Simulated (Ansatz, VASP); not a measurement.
# TlBr: VASP beside Ansatz

File INCAR:

```
SYSTEM = TlBr
PREC = Accurate
ENCUT = 500
EDIFF = 1E-6
ISMEAR = 0
SIGMA = 0.01
LREAL = .False.
LASPH = .True.
NELM = 120
ALGO = Normal
ISIF = 2
LWAVE = .False.
LCHARG = .False.
GGA = PS
NBANDS = 17
GGA_COMPAT = .False.
```

Contents of KPOINTS:

```
regular mesh
0
Gamma
  4 4 4
  0 0 0
```

Contents of POSCAR:

```
TlBr
1.0
    3.9949064284      0.0000000000      0.0000000000
    0.0000000000      3.9949064284      0.0000000000
    0.0000000000      0.0000000000      3.9949064284
Tl Br
1 1
Direct
    0.0000000000      0.0000000000      0.0000000000
    0.5000000000      0.5000000000      0.5000000000
```

Input for Ansatz:

```yaml
crystal:
  lattice:
    - [3.9949064284, 0.0, 0.0]
    - [0.0, 3.9949064284, 0.0]
    - [0.0, 0.0, 3.9949064284]
  atoms:
    - { symbol: Tl, position: [0.0, 0.0, 0.0] }
    - { symbol: Br, position: [0.5, 0.5, 0.5] }
kpoints:
  mp_grid: { grid: [4, 4, 4] }
hamiltonian:
  xc: pbesol
scf:
  occupations: { method: fixed }
  n_extra_bands: 4
output:
  forces: true
  stress: true
  eigenvalues: true
```

Alike in both runs: task single point; functional PBEsol; k mesh 4 × 4 × 4; no spin polarisation.

```csv
,VASP,Ansatz
version,VASP 6.6.1,Ansatz 0.2.0
potentials or method,"VASP PAW PBE potentials, release 64 (Tl_d, Br)",plane waves
plane-wave cutoff (eV),500,420
occupations,"gaussian, width 0.01 eV",fixed
valence electrons in the cell,20,20
```

|  | VASP | Ansatz | Ansatz less VASP |
| --- | --- | --- | --- |
| gap on the k mesh at the Fermi level (eV) | 1.76 | 1.75 | -0.004 |
| pressure (GPa) | -1.3 | -1.3 | +0.03 |

VASP's potentials were made for PBE, not for PBEsol.

Spin-orbit coupling is off throughout.
